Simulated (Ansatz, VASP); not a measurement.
**WSe2: VASP beside Ansatz**

```
W Se
1.0
     3.14807    0.00000    0.00000
    -1.57404    2.72631    0.00000
     0.00000    0.00000    7.60039
W Se
1 2
Direct
  0.00000 0.00000 0.00000
  0.33333 0.66667 0.26435
  0.33333 0.66667 0.73565
```

Alike in both runs: task single point; functional PBE; dispersion D3(BJ); k mesh 9 × 9 × 4; occupations gaussian, width 0.05 eV; no spin polarisation.

|  | VASP | Ansatz |
| --- | --- | --- |
| version | VASP 6.6.1 | Ansatz 0.2.0 |
| potentials or method | VASP PAW PBE potentials, release 64 (W_sv, Se), cutoff 520 eV | scalar-relativistic, plane waves, PAW |
| valence electrons in the cell | 26 | 46 |

```csv
,VASP,Ansatz,Ansatz less VASP
gap on the k mesh at the Fermi level (eV),0.13,0.13,-0.001
least direct gap on the mesh (eV),0.72,0.72,-0.001
pressure (GPa),-11.1,-11.3,-0.16
"traceless stress, the component that is largest in VASP (GPa)",-21.41,-21.46,-0.049
rms of the force components (eV/Å),1.527,1.538,+0.0108
```

Atom by atom the forces differ by 0.011 eV/Å (rms over components). VASP's potentials hold 26 valence electrons a cell and Ansatz's 46, so a difference there can come from the potentials and not from the codes.

Neither program's run includes spin-orbit coupling.
